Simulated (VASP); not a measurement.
# Ni (Fm-3m) in VASP: notebook

Runs on Ni. Level: LDA. Tasks: single point.

All numbers are computed with VASP 6.6.1; they aren't measurements. Logs are shortened: lines on timing, memory, paths and dates and some standing lists are left out, and cuts for length are marked.

## 1. The cell of the first run

It takes space group Fm-3m (No. 225, cubic). Conventional cell: a = 3.271 Å, b = 3.271 Å, c = 3.271 Å, α = 90.00°, β = 90.00°, γ = 90.00°. Ni (site symmetry m-3m) has 12 Ni at 2.31 Å within 3.1 Å.

## 2. Single point, LDA (volume scaled by 0.8)

INCAR reads:

```
PREC     = Accurate       # precision mode
ENCUT    = 520            # plane-wave cutoff, eV
EDIFF    = 1E-7           # SCF threshold, eV
ISMEAR   = -1             # smearing method
SIGMA    = 0.1            # smearing width, eV
LREAL    = F              # projectors in reciprocal space
LASPH    = T              # aspherical terms in the spheres
NELM     = 60             # most SCF steps
ALGO     = Normal         # electronic algorithm
ISIF     = 2              # what is computed and relaxed
LWAVE    = F              # write WAVECAR
LCHARG   = F              # write CHGCAR
NBANDS   = 11             # bands
```

KPOINTS reads:

```
regular mesh
0
Gamma
  16 16 16
```

POSCAR reads:

```
Ni
1.0
    0.0000000000      1.6356355643      1.6356355643
    1.6356355643      0.0000000000      1.6356355643
    1.6356355643      1.6356355643      0.0000000000
Ni
1
Direct
    0.0000000000      0.0000000000      0.0000000000
```

Potentials or basis: VASP PAW LDA potentials, release 64 (Ni).

Command:

```sh
$ cat potpaw_LDA.64/Ni/POTCAR > POTCAR
$ mpirun -np 1 vasp_std > vasp.out
```

OUTCAR:

```text
PREC = Accurate
   ENCUT = 520
   EDIFF = 1E-7
   ISMEAR = -1
   LREAL = F
   LASPH = T
   NELM = 60
   ISIF = 2

 ion  position               nearest neighbor table
   1  0.000  0.000  0.000-

  LATTYP: Found a face centered cubic cell.
 ALAT       =     3.2712711286

  Lattice vectors:

 A1 = (   0.0000000000,   1.6356355643,   1.6356355643)
 A2 = (   1.6356355643,   0.0000000000,   1.6356355643)
 A3 = (   1.6356355643,   1.6356355643,   0.0000000000)

Analysis of symmetry for initial positions (statically):
=====================================================================
 Subroutine PRICEL returns:
 Original cell was already a primitive cell.

 Routine SETGRP: Setting up the symmetry group for a
 face centered cubic supercell.

 Subroutine GETGRP returns: Found 48 space group operations
 (whereof 48 operations were pure point group operations)
 out of a pool of 48 trial point group operations.

The static configuration has the point symmetry O_h .

Analysis of symmetry for dynamics (positions and initial velocities):
=====================================================================
 Subroutine PRICEL returns:
 Original cell was already a primitive cell.

 Routine SETGRP: Setting up the symmetry group for a
 face centered cubic supercell.

 Subroutine GETGRP returns: Found 48 space group operations
 (whereof 48 operations were pure point group operations)
 out of a pool of 48 trial point group operations.

The dynamic configuration has the point symmetry O_h .

 Subroutine INISYM returns: Found 48 space group operations
 (whereof 48 operations are pure point group operations),
 and found     1 'primitive' translations

----------------------------------------------------------------------------------------

                                     Primitive cell

  volume of cell :       8.7516

  direct lattice vectors                    reciprocal lattice vectors
     0.000000000  1.635635564  1.635635564    -0.305691568  0.305691568  0.305691568
     1.635635564  0.000000000  1.635635564     0.305691568 -0.305691568  0.305691568
     1.635635564  1.635635564  0.000000000     0.305691568  0.305691568 -0.305691568

  length of vectors
     2.313137998  2.313137998  2.313137998     0.529473327  0.529473327  0.529473327

  position of ions in fractional coordinates (direct lattice)
     0.000000000  0.000000000  0.000000000

  ion indices of the primitive-cell ions
   primitive index   ion index
                 1           1

----------------------------------------------------------------------------------------

 KPOINTS: regular mesh

Automatic generation of k-mesh.
 Grid dimensions read from file:
 generate k-points for:   16   16   16

 Generating k-lattice:

  Cartesian coordinates                     Fractional coordinates (reciprocal lattice)
    -0.019105723  0.019105723  0.019105723     0.062500000  0.000000000  0.000000000
     0.019105723 -0.019105723  0.019105723     0.000000000  0.062500000  0.000000000
     0.019105723  0.019105723 -0.019105723     0.000000000  0.000000000  0.062500000

  Length of vectors
     0.033092083  0.033092083  0.033092083

  Shift w.r.t. Gamma in fractional coordinates (k-lattice)
     0.000000000  0.000000000  0.000000000

 Subroutine IBZKPT returns following result:
 ===========================================

 Found    145 irreducible k-points:

 Following reciprocal coordinates:
            Coordinates               Weight
  0.000000  0.000000  0.000000      1.000000
  0.062500  0.000000  0.000000      8.000000
  0.125000  0.000000  0.000000      8.000000
  0.187500  0.000000  0.000000      8.000000
  0.250000  0.000000  0.000000      8.000000
  0.312500  0.000000  0.000000      8.000000
[... 16 lines left out ...]
 -0.125000  0.062500  0.000000     24.000000
 -0.062500  0.062500  0.000000     12.000000
 [... further k-points ...]
   k-points           NKPTS =    145   k-points in BZ     NKDIM =    145   number of bands    NBANDS=     11
   number of dos      NEDOS =    301   number of ions     NIONS =      1
   total plane-waves  NPLWV =   5832
   dimension x,y,z NGX =    18 NGY =   18 NGZ =   18
   dimension x,y,z NGXF=    36 NGYF=   36 NGZF=   36
   ions per type =               1
   NGX,Y,Z   is equivalent  to a cutoff of  12.94, 12.94, 12.94 a.u.
   NGXF,Y,Z  is equivalent  to a cutoff of  25.87, 25.87, 25.87 a.u.
 SYSTEM =  unknown system
   PREC   = accura    normal or accurate (medium, high low for compatibility)
   ISTART =      0    job   : 0-new  1-cont  2-samecut
   ICHARG =      2    charge: 1-file 2-atom 10-const
   ISPIN  =      1    spin polarized calculation?
   LNONCOLLINEAR =      F non collinear calculations
   LSORBIT =      F    spin-orbit coupling
   LASPH  =      T    aspherical Exc in radial PAW
   ENCUT  =  520.0 eV  38.22 Ry    6.18 a.u.   4.30  4.30  4.30*2*pi/ulx,y,z
   NELM   =     60;   NELMIN=  2; NELMDL= -5     # of ELM steps
   EDIFF  = 0.1E-06   stopping-criterion for ELM
   LREAL  =      F    real-space projection
   EDIFFG = 0.1E-05   stopping-criterion for IOM
   NSW    =      0    number of steps for IOM
   IBRION =     -1    ionic relax: 0-MD 1-quasi-New 2-CG
   NFREE  =      0    steps in history (QN), initial steepest desc. (CG)
   ISIF   =      2    stress and relaxation
   ISYM   =      2    0-nonsym 1-usesym 2-fastsym
   POTIM  = 0.5000    time-step for ionic-motion
   TEBEG  =    0.0;   TEEND  =   0.0 temperature during run
   PSTRESS=    0.0 pullay stress
   NELECT =      10.0000    total number of electrons
   NUPDOWN=      -1.0000    fix difference up-down
   EMIN   =  10.00;   EMAX   =-10.00  energy-range for DOS
   EFERMI =   0.00;   METHOD = LEGACY
   ISMEAR =    -1;   SIGMA  =   0.10  broadening in eV -4-tet -1-fermi 0-gaus
   EFERMI_NEDOS =   21; number of points for ismear=-14 and -15
   IALGO  =     38    algorithm
   IMIX   =      4    mixing-type and parameters
     AMIX     =   0.40;   BMIX     =  1.00
     AMIX_MAG =   1.60;   BMIX_MAG =  1.00
  volume/ion in A,a.u.               =       8.75        59.06
  Fermi-wavevector in a.u.,A,eV,Ry     =   1.711505  3.234276 39.854878  2.929251
  Thomas-Fermi vector in A             =   2.789607
   LORBIT       =      0    0 simple, 1 ext, 2 COOP (PROOUT), +10 PAW based schemes
   GGA     = CA    functional components
   LHFCALC =     F    Hartree Fock is set to
   AEXX    =    0.0000 exact exchange contribution
   IVDW    =     0    specifies the selected vdW correction
   LEPSILON=     F    determine dielectric tensor
   LRPA    =     F    only Hartree local field effects (RPA)
 non-spin polarized calculation
  energy-cutoff  :      520.00
  volume of cell :        8.75
 maximum number of plane-waves:       259
 NGX is ok and might be reduce to    18
   NGX =  9   NGY =  9   NGZ =  9

 number of electron      10.0000000 magnetization

 number of electron       9.9999992 magnetization

 Free energy of the ion-electron system (eV)
  ---------------------------------------------------
  ext. energy  EPLUGINS =         0.00000000
  ---------------------------------------------------
  free energy    TOTEN  =        -6.42653525 eV

  energy without entropy =       -6.35009650  energy(sigma->0) =       -6.38831587

 E-fermi :  12.4320     XC(G=0): -14.9524

 val. band max:       12.4317240186   @ k =  -0.3750   0.3750   0.1250
 cond. band min:      12.4406576422   @ k =   0.3750   0.3125   0.0000
 fundamental gap:      0.0089336236
 Fermi energy:        12.4320272301

 k-point     1 :       0.0000    0.0000    0.0000
  band No.  band energies     occupation
      1       1.9533      2.00000
      2       9.8264      2.00000
      3       9.8264      2.00000
      4       9.8264      2.00000
      5      11.3861      1.99994
      6      11.3861      1.99994
      7      38.0724      0.00000
      8      43.6386      0.00000
      9      43.6386      0.00000
     10      43.6386      0.00000
     11      47.7424      0.00000

 k-point     2 :       0.0625    0.0000    0.0000
  band No.  band energies     occupation
      1       2.1339      2.00000
      2       9.7664      2.00000
      3       9.8743      2.00000
      4       9.8743      2.00000
      5      11.3638      1.99995
      6      11.3638      1.99995
      7      37.7922      0.00000
      8      41.6441      0.00000
      9      43.4046      0.00000
     10      43.4046      0.00000
     11      48.1222      0.00000

 k-point     3 :       0.1250    0.0000    0.0000
  band No.  band energies     occupation
      1       2.6627      2.00000
      2       9.6085      2.00000
      3       9.9935      2.00000
      4       9.9935      2.00000
      5      11.3219      1.99997
      6      11.3219      1.99997
      7      36.0532      0.00000
      8      39.7736      0.00000
      9      42.9101      0.00000
     10      42.9101      0.00000
     11      48.1920      0.00000

 k-point     4 :       0.1875    0.0000    0.0000
  band No.  band energies     occupation
      1       3.4950      2.00000
      2       9.4190      2.00000
      3      10.1039      2.00000
      4      10.1039      2.00000
      5      11.3391      1.99996
      6      11.3391      1.99996
      7      32.8670      0.00000
      8      39.1077      0.00000
      9      42.4027      0.00000
     10      42.4027      0.00000
     11      48.2098      0.00000
[... 239 lines left out ...]
 k-point    22 :      -0.1875    0.0625    0.0000
  band No.  band energies     occupation
      1       3.9694      2.00000
      2       9.2915      2.00000
      3      10.1253      2.00000
      4      10.1956      2.00000
      5      11.1485      1.99999
      6      11.6165      1.99943
      7      31.8460      0.00000
      8      37.3083      0.00000
      9      41.6440      0.00000
     10      44.5010      0.00000
     11      46.2110      0.00000

 k-point    23 :      -0.1250    0.0625    0.0000
  band No.  band energies     occupation
      1       3.0620      2.00000
      2       9.4743      2.00000
      3      10.0830      2.00000
      4      10.0855      2.00000
      5      11.1520      1.99999
      6      11.4615      1.99988
      7      35.1475      0.00000
      8      38.0510      0.00000
      9      42.0086      0.00000
     10      44.5868      0.00000
     11      46.4862      0.00000

 k-point    24 :      -0.0625    0.0625    0.0000
  band No.  band energies     occupation
      1       2.4305      2.00000
      2       9.6585      2.00000
      3       9.9436      2.00000
      4       9.9676      2.00000
      5      11.2603      1.99998
      6      11.4060      1.99993
      7      37.2437      0.00000
      8      39.8427      0.00000
      9      42.2004      0.00000
     10      44.2929      0.00000
     11      47.3772      0.00000

 [... further k-points ...]
[... 5 lines left out ...]
  --------------------------------------------------------------------------------------
  -------------------------------------------------------------------------------------
  Total        2.5791616      2.5791616      2.5791616      0.0000000      0.0000000      0.0000000
  in kB      472.1712139    472.1712139    472.1712139      0.0000000      0.0000000      0.0000000
  external PRESSURE =     472.1712139 kB  Pullay stress =       0.0000000 kB

 VOLUME and BASIS-vectors are now :
 -----------------------------------------------------------------------------
  energy-cutoff  :      520.00
  volume of cell :        8.75
      direct lattice vectors                 reciprocal lattice vectors
     0.000000000  1.635635564  1.635635564    -0.305691568  0.305691568  0.305691568
     1.635635564  0.000000000  1.635635564     0.305691568 -0.305691568  0.305691568
     1.635635564  1.635635564  0.000000000     0.305691568  0.305691568 -0.305691568

 POSITION                                       TOTAL-FORCE (eV/Angst)
 -----------------------------------------------------------------------------------
      0.00000      0.00000      0.00000         0.000000      0.000000      0.000000
 -----------------------------------------------------------------------------------
    total drift:                                0.000000     -0.000000     -0.000000

  FREE ENERGIE OF THE ION-ELECTRON SYSTEM (eV)
  ---------------------------------------------------
  free  energy   TOTEN  =        -6.4265352473 eV

  energy  without entropy=       -6.3500965024  energy(sigma->0) =       -6.38831587
```

Run time: 12 s. Hardware: 1 thread of Intel Xeon Platinum 8259CL at 2.50GHz (Skylake/Cascade Lake), shared host; peak memory 0.12 GiB.

Results:

| Quantity | Value |
| --- | --- |
| Free energy | -6.4265 eV |
| Pressure | 47.2 GPa |
| Band gap on the k mesh | zero (band 5 reaches 12.66 eV, above the bottom of band 6 at 11.32 eV) |

Levels at points of the mesh, in eV from the Fermi level:
```
           k point  band 1  band 2  band 3  band 4  band 5  band 6  band 7  band 8  band 9  band 10
(0.00, 0.00, 0.00)  -10.48   -2.61   -2.61   -2.61   -1.05   -1.05   25.64   31.21   31.21    31.21
(0.50, 0.00, 0.00)   -5.88   -2.67   -2.67   -0.55   -0.03   -0.03    7.77   24.05   28.71    28.71
(0.50, 0.50, 0.00)   -5.88   -5.14   -0.03    0.22    0.22    2.76   11.66   17.06   17.06    23.03
```

Caveat: the run has no spin polarisation, though such a crystal can be magnetic.

(Continued in part 2 of 2.)
